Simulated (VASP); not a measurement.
Write the native input for VASP 6.6.1 that does the following.

```
Task                   : relaxation of cell and atoms
Functional             : PBE
Potentials or basis    : VASP PAW PBE potentials, release 64 (Si)
Cutoff                 : 500 eV
k mesh                 : 17 × 17 × 17
Occupations            : fermi-dirac, width 0.1 eV
Spin                   : no spin polarisation
Target pressure        : 2.4 GPa
Dipole correction      : no
Further INCAR settings : ALGO = Normal; EDIFF = 1e-07; IBRION = 2; EDIFFG = -0.005; NSW = 32; ISIF = 3
```

The structure of Si lies in POSCAR:

```
Si
1.0
    0.0000000000      1.9174676394      1.9174676394
    1.9174676394      0.0000000000      1.9174676394
    1.9174676394      1.9174676394      0.0000000000
Si
1
Direct
    0.0000000000      0.0000000000      0.0000000000
```

This isn't the form of Si at room conditions, which is diamond.

The input as run:

INCAR

```
SYSTEM = Si
PREC = Accurate
ENCUT = 500
EDIFF = 1E-7
ISMEAR = -1
SIGMA = 0.1
LREAL = .False.
LASPH = .True.
NELM = 120
ALGO = Normal
ISIF = 3
LWAVE = .False.
LCHARG = .False.
GGA = PE
IBRION = 2
NSW = 32
EDIFFG = -0.005
PSTRESS = 24.0
GGA_COMPAT = .False.
NELMIN = 4
```

KPOINTS

```
Automatic mesh
0
Gamma
  17 17 17
  0 0 0
```

Potentials or basis: VASP PAW PBE potentials, release 64 (Si).

Run with:

```sh
$ cat potpaw_PBE.64/Si/POTCAR > POTCAR
$ mpirun -np 1 vasp_std > vasp.out
```

It gave:

| Item | Value |
| --- | --- |
| Pressure after relaxing | 2.4 GPa |
| Band gap on the k mesh | zero (bands 2 and 3 overlap by 14.52 eV) |

Caveat: the relaxation stopped at its first step, so nothing moved; the cell is relaxed towards a set pressure, so the run minimises the enthalpy, not the energy.

It took 7.9 s on 1 thread of Intel(R) Xeon(R) Platinum 8559C (Emerald Rapids) (shared host), peak memory 0.12 GiB.
